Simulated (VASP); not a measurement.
# Ru (Fm-3m) in VASP: further runs

Runs on Ru. Level: PBEsol. Tasks: single point, relaxation of cell and atoms.

Everything below comes from runs of VASP 6.6.1. Logs are shortened: lines on timing, memory, paths and dates and some standing lists are left out, and cuts for length are marked.

### 1 The cell of the first run

Symmetry: Fm-3m, No. 225, cubic system. The conventional cell has a = 3.769 Å, b = 3.769 Å, c = 3.769 Å, α = 90.00°, β = 90.00°, γ = 90.00°. Within 3.5 Å of Ru (site symmetry m-3m) lie 12 Ru at 2.66 Å.

### 2 Single point, PBEsol

INCAR

```
SYSTEM = Ru
PREC     = Accurate       ! precision mode
ENCUT    = 520            ! plane-wave cutoff, eV
EDIFF    = 1E-6           ! SCF threshold, eV
ISMEAR   = 0              ! smearing method
SIGMA    = 0.1            ! smearing width, eV
LREAL    = .False.        ! projectors in reciprocal space
LASPH    = .True.         ! aspherical terms in the spheres
NELM     = 100            ! most SCF steps
ALGO     = Normal         ! electronic algorithm
ISIF     = 2              ! what is computed and relaxed
LWAVE    = .False.        ! write WAVECAR
LCHARG   = .False.        ! write CHGCAR
GGA      = PS             ! functional
NBANDS   = 13             ! bands
```

KPOINTS

```
Automatic mesh
0
Gamma
  20 20 20
  0 0 0
```

POSCAR

```
Ru
1.0
    0.0000000000      1.8844157255      1.8844157255
    1.8844157255      0.0000000000      1.8844157255
    1.8844157255      1.8844157255      0.0000000000
Ru
1
Direct
    0.0000000000      0.0000000000      0.0000000000
```

Potentials or basis: VASP PAW PBE potentials, release 64 (Ru_pv).

Launch:

```sh
cat potpaw_PBE.64/Ru_pv/POTCAR > POTCAR
mpirun -np 1 vasp_std > vasp.out
```

OUTCAR:

```text
SYSTEM = Ru
   PREC = Accurate
   ENCUT = 520
   EDIFF = 1E-6
   ISMEAR = 0
   LREAL = .False.
   LASPH = .True.
   NELM = 100
   ISIF = 2
   GGA = PS

 ion  position               nearest neighbor table
   1  0.000  0.000  0.000-

  LATTYP: Found a face centered cubic cell.
 ALAT       =     3.7688314510

  Lattice vectors:

 A1 = (   0.0000000000,   1.8844157255,   1.8844157255)
 A2 = (   1.8844157255,   0.0000000000,   1.8844157255)
 A3 = (   1.8844157255,   1.8844157255,   0.0000000000)

Analysis of symmetry for initial positions (statically):
=====================================================================
 Subroutine PRICEL returns:
 Original cell was already a primitive cell.

 Routine SETGRP: Setting up the symmetry group for a
 face centered cubic supercell.

 Subroutine GETGRP returns: Found 48 space group operations
 (whereof 48 operations were pure point group operations)
 out of a pool of 48 trial point group operations.

The static configuration has the point symmetry O_h .

Analysis of symmetry for dynamics (positions and initial velocities):
=====================================================================
 Subroutine PRICEL returns:
 Original cell was already a primitive cell.

 Routine SETGRP: Setting up the symmetry group for a
 face centered cubic supercell.

 Subroutine GETGRP returns: Found 48 space group operations
 (whereof 48 operations were pure point group operations)
 out of a pool of 48 trial point group operations.

The dynamic configuration has the point symmetry O_h .

 Subroutine INISYM returns: Found 48 space group operations
 (whereof 48 operations are pure point group operations),
 and found     1 'primitive' translations

----------------------------------------------------------------------------------------

                                     Primitive cell

  volume of cell :      13.3832

  direct lattice vectors                    reciprocal lattice vectors
     0.000000000  1.884415726  1.884415726    -0.265334232  0.265334232  0.265334232
     1.884415726  0.000000000  1.884415726     0.265334232 -0.265334232  0.265334232
     1.884415726  1.884415726  0.000000000     0.265334232  0.265334232 -0.265334232

  length of vectors
     2.664966276  2.664966276  2.664966276     0.459572371  0.459572371  0.459572371

  position of ions in fractional coordinates (direct lattice)
     0.000000000  0.000000000  0.000000000

[... 76 lines left out ...]
   LREAL  =      F    real-space projection
   EDIFFG = 0.1E-04   stopping-criterion for IOM
   NSW    =      0    number of steps for IOM
   IBRION =     -1    ionic relax: 0-MD 1-quasi-New 2-CG
   NFREE  =      0    steps in history (QN), initial steepest desc. (CG)
   ISIF   =      2    stress and relaxation
   ISYM   =      2    0-nonsym 1-usesym 2-fastsym
   POTIM  = 0.5000    time-step for ionic-motion
   TEBEG  =    0.0;   TEEND  =   0.0 temperature during run
   PSTRESS=    0.0 pullay stress
   NELECT =      14.0000    total number of electrons
   NUPDOWN=      -1.0000    fix difference up-down
   EMIN   =  10.00;   EMAX   =-10.00  energy-range for DOS
   EFERMI =   0.00;   METHOD = LEGACY
   ISMEAR =     0;   SIGMA  =   0.10  broadening in eV -4-tet -1-fermi 0-gaus
   EFERMI_NEDOS =   21; number of points for ismear=-14 and -15
   IALGO  =     38    algorithm
   IMIX   =      4    mixing-type and parameters
     AMIX     =   0.40;   BMIX     =  1.00
     AMIX_MAG =   1.60;   BMIX_MAG =  1.00
  volume/ion in A,a.u.               =      13.38        90.31
  Fermi-wavevector in a.u.,A,eV,Ry     =   1.661872  3.140482 37.576803  2.761817
  Thomas-Fermi vector in A             =   2.748860
   LORBIT       =      0    0 simple, 1 ext, 2 COOP (PROOUT), +10 PAW based schemes
   GGA     = PS    functional components
   LHFCALC =     F    Hartree Fock is set to
   AEXX    =    0.0000 exact exchange contribution
   IVDW    =     0    specifies the selected vdW correction
   LEPSILON=     F    determine dielectric tensor
   LRPA    =     F    only Hartree local field effects (RPA)
 non-spin polarized calculation
 Gauss-broadening in eV      SIGMA  =   0.10
  energy-cutoff  :      520.00
  volume of cell :       13.38
 maximum number of plane-waves:       370
   NGX =  9   NGY =  9   NGZ =  9

 number of electron      14.0000006 magnetization

 Free energy of the ion-electron system (eV)
  ---------------------------------------------------
  ext. energy  EPLUGINS =         0.00000000
  ---------------------------------------------------
  free energy    TOTEN  =       -10.05178557 eV

  energy without entropy =      -10.04501538  energy(sigma->0) =      -10.04840048

 E-fermi :  12.8888     XC(G=0): -14.3689

 val. band max:       12.8769593197   @ k =   0.1500   0.1000   0.0500
 cond. band min:      12.8911609527   @ k =   0.4000   0.3000   0.1000
 fundamental gap:      0.0142016330
 Fermi energy:        12.8887581006

 k-point     1 :       0.0000    0.0000    0.0000
  band No.  band energies     occupation
      1     -29.4971      2.00000
      2     -29.4971      2.00000
      3     -29.4971      2.00000
      4       4.8065      2.00000
      5      10.2295      2.00000
      6      10.2295      2.00000
      7      10.2295      2.00000
      8      12.7553      1.94095
      9      12.7553      1.94095
     10      23.2604      0.00000
     11      27.8820      0.00000
     12      33.6912      0.00000
     13      33.6912      0.00000
[... 354 lines left out ...]
  band No.  band energies     occupation
      1     -30.4400      2.00000
      2     -29.6544      2.00000
      3     -29.6165      2.00000
      4       6.9095      2.00000
      5      10.2643      2.00000
      6      10.3672      2.00000
      7      11.6490      2.00000
      8      13.7010      0.00000
      9      14.5315      0.00000
     10      23.2571      0.00000
     11      25.3623      0.00000
     12      28.7891      0.00000
     13      34.9727      0.00000

 [... further k-points ...]
[... 5 lines left out ...]
  --------------------------------------------------------------------------------------
  -------------------------------------------------------------------------------------
  Total       -0.0054283     -0.0054283     -0.0054283      0.0000000      0.0000000      0.0000000
  in kB       -0.6498504     -0.6498504     -0.6498504      0.0000000      0.0000000      0.0000000
  external PRESSURE =      -0.6498504 kB  Pullay stress =       0.0000000 kB

 VOLUME and BASIS-vectors are now :
 -----------------------------------------------------------------------------
  energy-cutoff  :      520.00
  volume of cell :       13.38
      direct lattice vectors                 reciprocal lattice vectors
     0.000000000  1.884415726  1.884415726    -0.265334232  0.265334232  0.265334232
     1.884415726  0.000000000  1.884415726     0.265334232 -0.265334232  0.265334232
     1.884415726  1.884415726  0.000000000     0.265334232  0.265334232 -0.265334232

 POSITION                                       TOTAL-FORCE (eV/Angst)
 -----------------------------------------------------------------------------------
      0.00000      0.00000      0.00000         0.000000      0.000000      0.000000
 -----------------------------------------------------------------------------------
    total drift:                               -0.000000     -0.000000     -0.000000

  FREE ENERGIE OF THE ION-ELECTRON SYSTEM (eV)
  ---------------------------------------------------
  free  energy   TOTEN  =       -10.0517855732 eV

  energy  without entropy=      -10.0450153820  energy(sigma->0) =      -10.04840048
```

It took 17 s on 1 thread of AMD EPYC 9R45 (Zen 5), shared host; peak memory 0.12 GiB.

Results:

- Free energy: -10.0518 eV
- Pressure: -0.1 GPa
- Band gap on the k mesh: zero (band 7 reaches 15.21 eV, above the bottom of band 8 at 11.49 eV)

Levels at points of the mesh, in eV from the Fermi level:
| k point | band 5 | band 6 | band 7 | band 8 | band 9 | band 10 |
| --- | --- | --- | --- | --- | --- | --- |
| (0.00, 0.00, 0.00) | -2.66 | -2.66 | -2.66 | -0.13 | -0.13 | 10.37 |
| (0.50, 0.00, 0.00) | -2.79 | -2.79 | 0.97 | 1.79 | 1.79 | 10.18 |
| (0.50, 0.50, 0.00) | -6.07 | 1.75 | 2.32 | 2.32 | 3.65 | 10.37 |

Caveat: the PAW data sets were made with another functional, which shifts forces and pressure a little.

### 3 Relaxation of cell and atoms, PBEsol

This run uses another cell than the first one, of 13.34 Å³/atom, 0.997 times its volume.

INCAR

```
SYSTEM = Ru
PREC     = Accurate       ! precision mode
ENCUT    = 600            ! plane-wave cutoff, eV
EDIFF    = 1E-7           ! SCF threshold, eV
ISMEAR   = 0              ! smearing method
SIGMA    = 0.1            ! smearing width, eV
LREAL    = .FALSE.        ! projectors in reciprocal space
LASPH    = .TRUE.         ! aspherical terms in the spheres
NELM     = 60             ! most SCF steps
ALGO     = Fast           ! electronic algorithm
ISIF     = 3              ! what is computed and relaxed
LWAVE    = .FALSE.        ! write WAVECAR
LCHARG   = .FALSE.        ! write CHGCAR
GGA      = PS             ! functional
IBRION   = 2              ! ionic algorithm
NSW      = 80             ! ionic steps
EDIFFG   = -0.01          ! ionic threshold
```

KPOINTS

```
Automatic mesh
0
G
  20 20 20
  0 0 0
```

POSCAR

```
Ru
1.0
    0.0000000000      1.8824600824      1.8824600824
    1.8824600824      0.0000000000      1.8824600824
    1.8824600824      1.8824600824      0.0000000000
Ru
1
Direct
    0.0000000000      0.0000000000      0.0000000000
```

Potentials or basis: VASP PAW PBE potentials, release 64 (Ru_pv).

Launch:

```sh
cat potpaw_PBE.64/Ru_pv/POTCAR > POTCAR
mpirun -np 1 vasp_std > vasp.out
```

OUTCAR:

```text
SYSTEM = Ru
   PREC = Accurate
   ENCUT = 600
   EDIFF = 1E-7
   ISMEAR = 0
   LREAL = .FALSE.
   LASPH = .TRUE.
   NELM = 60
   ISIF = 3
   GGA = PS
   IBRION = 2
   NSW = 80
   EDIFFG = -0.01

 ion  position               nearest neighbor table
   1  0.000  0.000  0.000-

  LATTYP: Found a face centered cubic cell.
 ALAT       =     3.7649201648

  Lattice vectors:

 A1 = (   0.0000000000,   1.8824600824,   1.8824600824)
 A2 = (   1.8824600824,   0.0000000000,   1.8824600824)
 A3 = (   1.8824600824,   1.8824600824,   0.0000000000)

Analysis of symmetry for initial positions (statically):
=====================================================================
 Subroutine PRICEL returns:
 Original cell was already a primitive cell.

 Routine SETGRP: Setting up the symmetry group for a
 face centered cubic supercell.

 Subroutine GETGRP returns: Found 48 space group operations
 (whereof 48 operations were pure point group operations)
 out of a pool of 48 trial point group operations.

The static configuration has the point symmetry O_h .

Analysis of symmetry for dynamics (positions and initial velocities):
[... 168 lines left out ...]
  Total        0.0830449      0.0830449      0.0830449      0.0000000      0.0000000     -0.0000000
  in kB        9.9727829      9.9727829      9.9727829      0.0000000      0.0000000     -0.0000000
  external PRESSURE =       9.9727829 kB  Pullay stress =       0.0000000 kB
[... 57 lines left out ...]
--------------------------------------- Ionic step        3  -------------------------------------------

 number of electron      14.0000002 magnetization

 Free energy of the ion-electron system (eV)
  ---------------------------------------------------
  ext. energy  EPLUGINS =         0.00000000
  ---------------------------------------------------
  free energy    TOTEN  =       -10.05201200 eV

  energy without entropy =      -10.04524490  energy(sigma->0) =      -10.04862845

 E-fermi :  12.8950     XC(G=0): -14.3708

 val. band max:       12.8830936608   @ k =   0.1500   0.1000   0.0500
 cond. band min:      12.8973765031   @ k =   0.4000   0.3000   0.1000
 fundamental gap:      0.0142828423
 Fermi energy:        12.8949899821

 k-point     1 :       0.0000    0.0000    0.0000
  band No.  band energies     occupation
      1     -29.4912      2.00000
      2     -29.4912      2.00000
      3     -29.4912      2.00000
      4       4.8109      2.00000
      5      10.2342      2.00000
      6      10.2342      2.00000
      7      10.2342      2.00000
      8      12.7613      1.94130
      9      12.7613      1.94130
     10      23.2690      0.00000
     11      27.8881      0.00000
[... 309 lines left out ...]
 k-point    24 :      -0.3500    0.0500    0.0000
  band No.  band energies     occupation
      1     -30.4350      2.00000
      2     -29.6486      2.00000
      3     -29.6107      2.00000
      4       6.9134      2.00000
      5      10.2691      2.00000
      6      10.3720      2.00000
      7      11.6550      2.00000
      8      13.7076      0.00000
      9      14.5386      0.00000
     10      23.2657      0.00000
     11      25.3721      0.00000

 [... further k-points ...]
[... 5 lines left out ...]
  --------------------------------------------------------------------------------------
  -------------------------------------------------------------------------------------
  Total       -0.0007351     -0.0007351     -0.0007351      0.0000000     -0.0000000      0.0000000
  in kB       -0.0880350     -0.0880350     -0.0880350      0.0000000     -0.0000000      0.0000000
  external PRESSURE =      -0.0880350 kB  Pullay stress =       0.0000000 kB
[... 16 lines left out ...]
  FREE ENERGIE OF THE ION-ELECTRON SYSTEM (eV)
  ---------------------------------------------------
  free  energy   TOTEN  =       -10.0520120011 eV

  energy  without entropy=      -10.0452448973  energy(sigma->0) =      -10.04862845

 reached required accuracy - stopping structural energy minimisation
```

OSZICAR:

```text
N       E                     dE             d eps       ncg     rms          rms(c)
DAV:   1     0.112138601334E+03    0.11214E+03   -0.94802E+03  5643   0.152E+03
DAV:   2    -0.939736497544E+01   -0.12154E+03   -0.11715E+03  5790   0.378E+02
DAV:   3    -0.108307486827E+02   -0.14334E+01   -0.14135E+01  6679   0.448E+01
DAV:   4    -0.108357974333E+02   -0.50488E-02   -0.50469E-02  6212   0.287E+00
[... 25 lines left out ...]
RMM:   4    -0.100520110114E+02   -0.19321E-03   -0.38551E-04  5632   0.245E-01    0.259E-02
RMM:   5    -0.100520127667E+02   -0.17553E-05   -0.90652E-05  5632   0.129E-01    0.801E-03
RMM:   6    -0.100520119697E+02    0.79695E-06   -0.11776E-05  5630   0.532E-02    0.169E-03
RMM:   7    -0.100520119741E+02   -0.43813E-08   -0.22457E-06  5521   0.232E-02    0.121E-03
RMM:   8    -0.100520120011E+02   -0.27018E-07   -0.58943E-07  4560   0.124E-02
   3 F= -.10052012E+02 E0= -.10048628E+02  d E =-.114150E-03
```

CONTCAR:

```text
Ru
   1.00000000000000
     0.0000000000000000    1.8842033311513591    1.8842033311513591
     1.8842033311513591   -0.0000000000000000    1.8842033311513591
     1.8842033311513591    1.8842033311513591   -0.0000000000000000
  Ru
     1
Direct
     0.0000000000000000    0.0000000000000000    0.0000000000000000

  0.00000000E+00  0.00000000E+00  0.00000000E+00
```

Run time: 2 min. Hardware: 1 thread of AMD EPYC 9R45 (Zen 5), shared host; peak memory 0.15 GiB.

Results:

| Item | Value |
| --- | --- |
| Free energy | -10.0520 eV |
| Relaxed volume | 13.38 Å³/atom |
| Relaxed cell | a = 2.665 Å, b = 2.665 Å, c = 2.665 Å, α = 60.00°, β = 60.00°, γ = 60.00° |
| Space group after relaxing (to 0.05 Å) | Fm-3m (No. 225) |
| Energy gained by relaxing | 0.1 meV/atom |
| Ionic steps | 3 |
| Pressure after relaxing | 0.0 GPa |
| Band gap on the k mesh | zero (band 7 reaches 15.22 eV, above the bottom of band 8 at 11.49 eV) |

The path:
| step | energy change (eV) | largest force (eV/Å) | pressure (GPa) | volume (Å³) |
| --- | --- | --- | --- | --- |
| 1 | 0.0000 | 0.0000 | 1.00 | 13.34 |
| 2 | 0.0011 | 0.0000 | -3.01 | 13.50 |
| 3 | -0.0001 | 0.0000 | -0.01 | 13.38 |

Final structure:
```yaml
crystal:
  lattice:
    - [0.00000, 1.88420, 1.88420]
    - [1.88420, 0.00000, 1.88420]
    - [1.88420, 1.88420, 0.00000]
  atoms:
    - { symbol: Ru, position: [0.00000, 0.00000, 0.00000] }
```

Caveat: the PAW data sets were made with another functional, which shifts forces and pressure a little.

### 4 Single point, PBEsol

This run uses another cell than the first one, of 13.34 Å³/atom, 0.997 times its volume.

INCAR

```
SYSTEM = Ru
PREC = Accurate ; ENCUT = 520
EDIFF = 1E-7 ; ISMEAR = 0
SIGMA = 0.1 ; LREAL = .False.
LASPH = .True. ; NELM = 100
ALGO = Normal ; ISIF = 2
LWAVE = .False. ; LCHARG = .True.
GGA = PS ; LELF = .True.
LVHAR = .True. ; NBANDS = 13
```

KPOINTS

```
Automatic mesh
0
Gamma
  8 8 8
  0 0 0
```

POSCAR is that of step 3.

Launch:

```sh
cat potpaw_PBE.64/Ru_pv/POTCAR > POTCAR
mpirun -np 1 vasp_std > vasp.out
```

Run time: 6.1 s. Hardware: 1 thread of Intel Xeon Platinum 8259CL at 2.50GHz (Skylake/Cascade Lake), shared host; peak memory 0.12 GiB.

The run converged. Its results:

```yaml
Free_energy: -10.0937 eV
Pressure: -0.1 GPa
Band_gap_on_the_k_mesh: zero (band 7 reaches 15.29 eV, above the bottom of band 8 at 12.05 eV)
```

Levels at points of the mesh, in eV from the Fermi level:
| k point | band 4 | band 5 | band 6 | band 7 | band 8 | band 9 | band 10 | band 11 |
| --- | --- | --- | --- | --- | --- | --- | --- | --- |
| (0.00, 0.00, 0.00) | -7.97 | -2.53 | -2.53 | -2.53 | 0.01 | 0.01 | 10.53 | 15.12 |
| (0.50, 0.00, 0.00) | -6.12 | -2.66 | -2.66 | 1.11 | 1.94 | 1.94 | 10.36 | 10.60 |
| (0.50, 0.50, 0.00) | -6.46 | -5.96 | 1.90 | 2.48 | 2.48 | 3.79 | 10.53 | 13.64 |

Caveat: the k points lie up to 0.36 Å⁻¹ apart; the PAW data sets were made with another functional, which shifts forces and pressure a little.

### 5 Single point, PBEsol

This run uses another cell than the first one, of 15.08 Å³/atom, 1.127 times its volume.

INCAR

```
PREC = Accurate
ENCUT = 520
EDIFF = 1E-7
ISMEAR = 0
SIGMA = 0.1
LREAL = F
LASPH = T
NELM = 60
ALGO = Normal
ISIF = 2
LWAVE = F
LCHARG = T
GGA = PS
LELF = T
LVHAR = T
NBANDS = 13
```

KPOINTS

```
regular mesh
0
Gamma
  8 8 8
```

POSCAR

```
Ru
1.0
    0.0000000000      1.9610803102      1.9610803102
    1.9610803102      0.0000000000      1.9610803102
    1.9610803102      1.9610803102      0.0000000000
Ru
1
Direct
    0.0000000000      0.0000000000      0.0000000000
```

Launch:

```sh
cat potpaw_PBE.64/Ru_pv/POTCAR > POTCAR
mpirun -np 1 vasp_std > vasp.out
```

It took 6 s on 1 thread of Intel Xeon Platinum 8259CL at 2.50GHz (Skylake/Cascade Lake), shared host; peak memory 0.13 GiB.

It converged, with:

```
Free energy            : -9.9024 eV
Pressure               : -31.3 GPa
Band gap on the k mesh : zero (band 7 reaches 12.71 eV, above the bottom of band 8 at 10.07 eV)
```

Levels at points of the mesh, in eV from the Fermi level:
| k point | band 3 | band 4 | band 5 | band 6 | band 7 | band 8 | band 9 | band 10 | band 11 | band 12 |
| --- | --- | --- | --- | --- | --- | --- | --- | --- | --- | --- |
| (0.00, 0.00, 0.00) | -42.26 | -7.28 | -2.12 | -2.12 | -2.12 | -0.03 | -0.03 | 10.64 | 15.13 | 20.28 |
| (0.50, 0.00, 0.00) | -42.36 | -5.27 | -2.22 | -2.22 | 1.00 | 1.56 | 1.56 | 8.88 | 10.64 | 14.68 |
| (0.50, 0.50, 0.00) | -42.54 | -5.44 | -5.00 | 1.53 | 2.00 | 2.00 | 3.39 | 10.63 | 12.28 | 12.77 |

Caveat: the PAW data sets were made with another functional, which shifts forces and pressure a little.

[end of part 1 of 2]
